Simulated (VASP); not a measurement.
## BaZrO3: single point with PBEsol

BaZrO3:

```
CELL_PARAMETERS angstrom
-2.94860 2.94860 4.19011
2.94860 -2.94860 4.19011
2.94860 2.94860 -4.19011
ATOMIC_POSITIONS crystal
Ba 0.75000 0.25000 0.50000
Ba 0.25000 0.75000 0.50000
Zr 0.00000 0.00000 0.00000
Zr 0.50000 0.50000 0.00000
O 0.75000 0.75000 0.00000
O 0.25000 0.25000 0.00000
O 0.22608 0.72608 0.95216
O 0.77392 0.27392 0.04784
O 0.72608 0.77392 0.50000
O 0.27392 0.22608 0.50000
```

```
Program             : VASP 6.6.1
Task                : single point
Functional          : PBEsol
Potentials or basis : VASP PAW PBE potentials, release 64 (Ba_sv, Zr_sv, O)
Cutoff              : 520 eV
k mesh              : 6 × 6 × 6
Occupations         : gaussian, width 0.05 eV
Spin                : no spin polarisation
```

```yaml
Pressure: 1.2 GPa
Largest_force: 0.036 eV/Å
Band_gap_on_the_k_mesh: 3.22 eV, indirect (the least direct gap lies 2.3 meV higher)
```

Forces in eV/Å, atoms in the order of the input:
```
Ba   0.000  0.000  0.000
Ba   0.000  0.000  0.000
Zr   0.000  0.000  0.000
Zr   0.000  0.000  0.000
O    0.000  0.000  0.000
O    0.000  0.000  0.000
O    0.025  0.025  0.000
O   -0.025 -0.025  0.000
O   -0.025  0.025  0.000
O    0.025 -0.025  0.000
```

Stress tensor (GPa, compression positive):
```
1.20 0.00 0.00
0.00 1.20 0.00
0.00 0.00 1.29
```

Levels at points of the mesh, in eV from the valence-band top:
| k point | band 38 | band 39 | band 40 | band 41 | band 42 | band 43 |
| --- | --- | --- | --- | --- | --- | --- |
| (0.00, 0.00, 0.00) | -0.10 | 0.00 | 0.00 | 3.22 | 3.22 | 3.28 |
| (0.50, 0.00, 0.00) | -0.56 | -0.48 | -0.48 | 5.00 | 5.00 | 5.04 |
| (0.50, 0.50, 0.00) | -0.39 | -0.39 | -0.03 | 3.64 | 5.64 | 5.65 |
| (0.50, 0.50, 0.50) | -0.37 | -0.37 | -0.02 | 3.71 | 5.54 | 5.54 |

Wall time 3.7 min on 1 thread of Intel(R) Xeon(R) Platinum 8488C (Sapphire Rapids) (shared host), peak memory 0.42 GiB.

Caveat: the PAW data sets were made with another functional, which shifts forces and pressure a little; spin-orbit coupling is left out, which moves the levels of the heavy elements. Expect the measured gap to be larger: semilocal functionals such as PBEsol lack the derivative discontinuity.
